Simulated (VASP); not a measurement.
A run of VASP 6.6.1 is set up as follows.

File INCAR:

```
SYSTEM = AgCl
  ALGO = Normal
  EDIFF = 1E-6
  ENCUT = 520
  GGA = PS
  ISIF = 2
  ISMEAR = 0
  LASPH = .TRUE.
  LCHARG = .TRUE.
  LELF = .TRUE.
  LREAL = .FALSE.
  LVHAR = .TRUE.
  LWAVE = .FALSE.
  NBANDS = 16
  NELM = 100
  PREC = Accurate
  SIGMA = 0.05
```

File KPOINTS:

```
k-points
0
G
  8 8 8
  0 0 0
```

Contents of POSCAR:

```
AgCl
1.0
    0.0519965625      2.7731500000      2.7731500000
    2.8251465625      0.0000000000      2.8251465625
    2.7731500000      2.7731500000      0.0519965625
Ag Cl
1 1
Direct
    0.5000000000      0.5000000000      0.5000000000
    0.0000000000      0.0000000000      0.0000000000
```

Potentials or basis: VASP PAW PBE potentials, release 64 (Ag, Cl).

Launch:

```sh
$ cat potpaw_PBE.64/Ag/POTCAR potpaw_PBE.64/Cl/POTCAR > POTCAR
$ mpirun -np 1 vasp_std > vasp.out
```

Problem. Estimate the pressure.

Solution. -2.8 GPa.

Problem. Estimate the band gap on the k mesh.

Solution. 0.70 eV, indirect (least direct gap 2.97 eV).

Stress tensor (GPa, compression positive):
```
-2.75  0.00 -0.25
 0.00 -2.76  0.00
-0.25  0.00 -2.75
```

Caveat: the cell differs from its parent crystal (strain +0.0375 x Voigt [0, 0, 0, 0, 1, 0]); the PAW data sets were made with another functional, which shifts forces and pressure a little. A k mesh can miss the band edges.
